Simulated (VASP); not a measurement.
# EuMn (Pm-3m) in VASP: notebook, part 3 of 3

VASP 6.6.1. Earlier steps stand in the parts before.

### Step 4. Single point, PBEsol, collinear spin, ferrimagnetic start (volume scaled by 1.040)

INCAR reads:

```
SYSTEM = EuMn
ALGO     = Normal         ! electronic algorithm
EDIFF    = 1E-7           ! SCF threshold, eV
ENCUT    = 520            ! plane-wave cutoff, eV
GGA      = PS             ! functional
ISIF     = 2              ! what is computed and relaxed
ISMEAR   = 0              ! smearing method
ISPIN    = 2              ! spin polarisation
LASPH    = .True.         ! aspherical terms in the spheres
LCHARG   = .False.        ! write CHGCAR
LMAXMIX  = 6              ! l up to which the mixer works
LORBIT   = 11             ! projections on sites
LREAL    = .False.        ! projectors in reciprocal space
LWAVE    = .False.        ! write WAVECAR
MAGMOM   = 7.42 -3.92     ! initial moments
NBANDS   = 26             ! bands
NELM     = 150            ! most SCF steps
PREC     = Accurate       ! precision mode
SIGMA    = 0.05           ! smearing width, eV
```

KPOINTS reads:

```
k-points
0
Gamma
  8 8 8
  0 0 0
```

POSCAR reads:

```
EuMn
1.0
    3.5649507499      0.0000000000      0.0000000000
    0.0000000000      3.5649507499      0.0000000000
    0.0000000000      0.0000000000      3.5649507499
Eu Mn
1 1
Direct
    0.0000000000      0.0000000000      0.0000000000
    0.5000000000      0.5000000000      0.5000000000
```

Potentials or basis: VASP PAW PBE potentials, release 64 (Eu, Mn_pv).

On the command line:

```bash
$ cat potpaw_PBE.64/Eu/POTCAR potpaw_PBE.64/Mn_pv/POTCAR > POTCAR
$ mpirun -np 1 vasp_std > vasp.out
```

OUTCAR:

```text
SYSTEM = EuMn
   EDIFF = 1E-7
   ENCUT = 520
   GGA = PS
   ISIF = 2
   ISMEAR = 0
   ISPIN = 2
   LASPH = .True.
   LORBIT = 11
   LREAL = .False.
   NELM = 150
   PREC = Accurate

 ion  position               nearest neighbor table
   1  0.000  0.000  0.000-   2 3.09   2 3.09   2 3.09   2 3.09   2 3.09   2 3.09   2 3.09   2 3.09

   2  0.500  0.500  0.500-   1 3.09   1 3.09   1 3.09   1 3.09   1 3.09   1 3.09   1 3.09   1 3.09

  LATTYP: Found a simple cubic cell.
 ALAT       =     3.5649507499

  Lattice vectors:

 A1 = (   3.5649507499,   0.0000000000,   0.0000000000)
 A2 = (   0.0000000000,   3.5649507499,   0.0000000000)
 A3 = (   0.0000000000,   0.0000000000,   3.5649507499)

Analysis of symmetry for initial positions (statically):
=====================================================================
 Subroutine PRICEL returns:
 Original cell was already a primitive cell.

 Routine SETGRP: Setting up the symmetry group for a
 simple cubic supercell.

 Subroutine GETGRP returns: Found 48 space group operations
 (whereof 48 operations were pure point group operations)
 out of a pool of 48 trial point group operations.

The static configuration has the point symmetry O_h .

Analysis of symmetry for dynamics (positions and initial velocities):
=====================================================================
 Subroutine PRICEL returns:
 Original cell was already a primitive cell.

 Routine SETGRP: Setting up the symmetry group for a
 simple cubic supercell.

 Subroutine GETGRP returns: Found 48 space group operations
 (whereof 48 operations were pure point group operations)
 out of a pool of 48 trial point group operations.

The dynamic configuration has the point symmetry O_h .

Analysis of structural, dynamic, and magnetic symmetry:
=====================================================================
 Subroutine PRICEL returns:
 Original cell was already a primitive cell.

 Routine SETGRP: Setting up the symmetry group for a
 simple cubic supercell.

 Subroutine GETGRP returns: Found 48 space group operations
 (whereof 48 operations were pure point group operations)
 out of a pool of 48 trial point group operations.

The overall configuration has the point symmetry O_h .

 Subroutine INISYM returns: Found 48 space group operations
 (whereof 48 operations are pure point group operations),
 and found     1 'primitive' translations

----------------------------------------------------------------------------------------

                                     Primitive cell

  volume of cell :      45.3065

  direct lattice vectors                    reciprocal lattice vectors
     3.564950750  0.000000000  0.000000000     0.280508784  0.000000000  0.000000000
     0.000000000  3.564950750  0.000000000     0.000000000  0.280508784  0.000000000
     0.000000000  0.000000000  3.564950750     0.000000000  0.000000000  0.280508784

  length of vectors
     3.564950750  3.564950750  3.564950750     0.280508784  0.280508784  0.280508784

  position of ions in fractional coordinates (direct lattice)
[... 71 lines left out ...]
   ISTART =      0    job   : 0-new  1-cont  2-samecut
   ICHARG =      2    charge: 1-file 2-atom 10-const
   ISPIN  =      2    spin polarized calculation?
   LNONCOLLINEAR =      F non collinear calculations
   LSORBIT =      F    spin-orbit coupling
   LASPH  =      T    aspherical Exc in radial PAW
   ENCUT  =  520.0 eV  38.22 Ry    6.18 a.u.   6.63  6.63  6.63*2*pi/ulx,y,z
   NELM   =    150;   NELMIN=  2; NELMDL= -5     # of ELM steps
   EDIFF  = 0.1E-06   stopping-criterion for ELM
   LREAL  =      F    real-space projection
   EDIFFG = 0.1E-05   stopping-criterion for IOM
   NSW    =      0    number of steps for IOM
   IBRION =     -1    ionic relax: 0-MD 1-quasi-New 2-CG
   NFREE  =      0    steps in history (QN), initial steepest desc. (CG)
   ISIF   =      2    stress and relaxation
   ISYM   =      2    0-nonsym 1-usesym 2-fastsym
   POTIM  = 0.5000    time-step for ionic-motion
   TEBEG  =    0.0;   TEEND  =   0.0 temperature during run
   PSTRESS=    0.0 pullay stress
   NELECT =      30.0000    total number of electrons
   NUPDOWN=      -1.0000    fix difference up-down
   EMIN   =  10.00;   EMAX   =-10.00  energy-range for DOS
   EFERMI =   0.00;   METHOD = LEGACY
   ISMEAR =     0;   SIGMA  =   0.05  broadening in eV -4-tet -1-fermi 0-gaus
   EFERMI_NEDOS =   21; number of points for ismear=-14 and -15
   IALGO  =     38    algorithm
   IMIX   =      4    mixing-type and parameters
     AMIX     =   0.40;   BMIX     =  1.00
     AMIX_MAG =   1.60;   BMIX_MAG =  1.00
  volume/ion in A,a.u.               =      22.65       152.87
  Fermi-wavevector in a.u.,A,eV,Ry     =   1.426905  2.696459 27.702248  2.036058
  Thomas-Fermi vector in A             =   2.547132
   LORBIT       =     11    0 simple, 1 ext, 2 COOP (PROOUT), +10 PAW based schemes
   GGA     = PS    functional components
   LHFCALC =     F    Hartree Fock is set to
   AEXX    =    0.0000 exact exchange contribution
   IVDW    =     0    specifies the selected vdW correction
   LEPSILON=     F    determine dielectric tensor
   LRPA    =     F    only Hartree local field effects (RPA)
 spin polarized calculation
 Gauss-broadening in eV      SIGMA  =   0.05
  energy-cutoff  :      520.00
  volume of cell :       45.31
 maximum number of plane-waves:      1236
 NGX is ok and might be reduce to    28
   NGX = 13   NGY = 13   NGZ = 13

 number of electron      30.0000022 magnetization       3.5555632

 Free energy of the ion-electron system (eV)
  ---------------------------------------------------
  ext. energy  EPLUGINS =         0.00000000
  ---------------------------------------------------
  free energy    TOTEN  =       -20.62931450 eV

  energy without entropy =      -20.62764243  energy(sigma->0) =      -20.62847847

 E-fermi :   4.4659     XC(G=0): -11.0218

 val. band max:        4.4239510980   @ k =   0.5000   0.3750   0.1250
 cond. band min:       4.5099368994   @ k =   0.3750   0.2500   0.1250
 fundamental gap:      0.0859858013
 Fermi energy:         4.4658812912

 spin component 1

 k-point     1 :       0.0000    0.0000    0.0000
  band No.  band energies     occupation
      1     -41.4490      1.00000
      2     -41.4490      1.00000
      3     -41.4490      1.00000
      4     -36.7482      1.00000
      5     -15.2355      1.00000
      6     -15.2355      1.00000
[... 685 lines left out ...]
     25       9.8191      0.00000
     26      11.8548      0.00000

 [... further k-points ...]

 spin component 2

 k-point     1 :       0.0000    0.0000    0.0000
  band No.  band energies     occupation
      1     -45.1206      1.00000
      2     -45.1206      1.00000
      3     -45.1206      1.00000
      4     -33.7150      1.00000
      5     -12.9350      1.00000
      6     -12.9350      1.00000
[... 685 lines left out ...]
     25      10.1744      0.00000
     26      13.1444      0.00000

 [... further k-points ...]

------------------------ aborting loop because EDIFF is reached ----------------------------------------

  FORCE on cell =-STRESS in cart. coord.  units (eV):
  Direction    XX          YY          ZZ          XY          YZ          ZX
  --------------------------------------------------------------------------------------
  -------------------------------------------------------------------------------------
  Total       -0.4769210     -0.4769210     -0.4769210     -0.0000000     -0.0000000      0.0000000
  in kB      -16.8653913    -16.8653913    -16.8653913     -0.0000000     -0.0000000      0.0000000
  external PRESSURE =     -16.8653913 kB  Pullay stress =       0.0000000 kB

 VOLUME and BASIS-vectors are now :
 -----------------------------------------------------------------------------
  energy-cutoff  :      520.00
  volume of cell :       45.31
      direct lattice vectors                 reciprocal lattice vectors
     3.564950750  0.000000000  0.000000000     0.280508784  0.000000000  0.000000000
     0.000000000  3.564950750  0.000000000     0.000000000  0.280508784  0.000000000
     0.000000000  0.000000000  3.564950750     0.000000000  0.000000000  0.280508784

 POSITION                                       TOTAL-FORCE (eV/Angst)
 -----------------------------------------------------------------------------------
      0.00000      0.00000      0.00000         0.000000      0.000000      0.000000
      1.78248      1.78248      1.78248         0.000000      0.000000      0.000000
 -----------------------------------------------------------------------------------
    total drift:                                0.000000      0.000000      0.000000

  FREE ENERGIE OF THE ION-ELECTRON SYSTEM (eV)
  ---------------------------------------------------
  free  energy   TOTEN  =       -20.6293145023 eV

  energy  without entropy=      -20.6276424329  energy(sigma->0) =      -20.62847847

 total charge

# of ion       s       p       d       f       tot
--------------------------------------------------
    1        2.082   5.666   0.552   6.472  14.772
    2        0.390   6.127   4.984   0.000  11.501
--------------------------------------------------
tot          2.472  11.793   5.536   6.472  26.273

 magnetization (x)

# of ion       s       p       d       f       tot
--------------------------------------------------
    1        0.017  -0.090   0.238   6.436   6.600
    2       -0.053   0.028  -3.493   0.000  -3.517
--------------------------------------------------
tot         -0.036  -0.062  -3.255   6.436   3.083
```

Run time: 2.4 min. Hardware: 1 thread of Intel Xeon Platinum 8259CL at 2.50GHz (Skylake/Cascade Lake), shared host; peak memory 0.23 GiB.

What came out:

```
Free energy                                           : -20.6293 eV
Pressure                                              : -1.7 GPa
Net moment                                            : 3.56 μB per cell
Site moments                                          : Eu +6.60; Mn -3.52 μB
Valence electrons inside the program's atomic spheres : Eu 14.77; Mn 11.50
```

Caveat: the PAW data sets were made with another functional, which shifts forces and pressure a little; spin-orbit coupling is left out, which moves the levels of the heavy elements; without U or exact exchange the open f shell lies at the Fermi level, which spoils levels, moments and volumes.

### Step 5. The runs side by side

```csv
cell,gap on the mesh (eV),pressure (GPa),moment (μB)
"a = 3.519 Å, 2 atoms",none,0.0,3.56
"a = 3.542 Å, 2 atoms",none,-0.9,3.56
"a = 3.565 Å, 2 atoms",none,-1.7,3.56
```

Alike in all rows: task single point; level PBEsol; potentials or basis VASP PAW PBE potentials, release 64 (Eu, Mn_pv); spin collinear, ferrimagnetic start; k mesh 8 × 8 × 8; cutoff (eV) 520; smearing gaussian 0.05 eV.

Caveats: the PAW data sets were made with another functional, which shifts forces and pressure a little; spin-orbit coupling is left out, which moves the levels of the heavy elements; without U or exact exchange the open f shell lies at the Fermi level, which spoils levels, moments and volumes.

Total energies depend on the potentials used, so only differences within one code and one set of settings carry meaning.
